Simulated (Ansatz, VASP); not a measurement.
**HfN: VASP beside Ansatz**

INCAR

```
SYSTEM = HfN
PREC = Accurate ; ENCUT = 520
EDIFF = 1E-8 ; ISMEAR = -1
SIGMA = 0.01 ; LREAL = .FALSE.
LASPH = .TRUE. ; NELM = 120
ALGO = Normal ; ISIF = 2
LWAVE = .FALSE. ; LCHARG = .FALSE.
GGA = PS ; LEFG = .TRUE.
NBANDS = 14 ; GGA_COMPAT = .FALSE.
```

The input KPOINTS:

```
regular mesh
0
G
  10 10 10
  0 0 0
```

File POSCAR:

```
HfN
1.0
    0.0000000000      2.2590000000      2.2815900000
    2.2590000000      0.0000000000      2.2815900000
    2.2590000000      2.2590000000      0.0000000000
Hf N
1 1
Direct
    0.0000000000      0.0000000000      0.0000000000
    0.5000000000      0.5000000000      0.5000000000
```

Input for Ansatz:

```yaml
crystal:
  lattice:
    - [0.0, 2.259, 2.28159]
    - [2.259, 0.0, 2.28159]
    - [2.259, 2.259, 0.0]
  atoms:
    - { symbol: Hf, position: [0.0, 0.0, 0.0] }
    - { symbol: "N", position: [0.5, 0.5, 0.5] }
kpoints:
  mp_grid: { grid: [10, 10, 10] }
scf:
  occupations: { method: fermi_dirac, width: 0.01 }
hamiltonian:
  xc: pbesol
  pseudopotentials: { kind: all_electron, datasets: crystal }
output:
  forces: true
  stress: true
  eigenvalues: true
  efg: { contact_densities: true }
```

Change from the starting cell: zz strain of +1 %, crystal datasets.

Alike in both runs: task electric field gradients; functional PBEsol; k mesh 10 × 10 × 10; occupations fermi-dirac, width 0.01 eV; no spin polarisation.

|  | VASP | Ansatz |
| --- | --- | --- |
| version | VASP 6.6.1 | Ansatz 0.2.0 |
| potentials or method | VASP PAW PBE potentials, release 64 (Hf_pv, N), cutoff 520 eV | all-electron PAW with datasets made for the crystal, scalar-relativistic |

```tsv
	VASP	Ansatz	Ansatz less VASP
pressure (GPa)	-7.7	-5.6	+2.17
traceless stress, the component that is largest in VASP (GPa)	-2.39	-2.42	-0.022
size of Vzz on the site where it differs most (V/Å²)	35.7	41.5	+5.84
```

VASP's potentials were made for PBE, not for PBEsol. Ansatz ran all-electron here, and VASP with PAW potentials.

Spin-orbit coupling is off throughout.
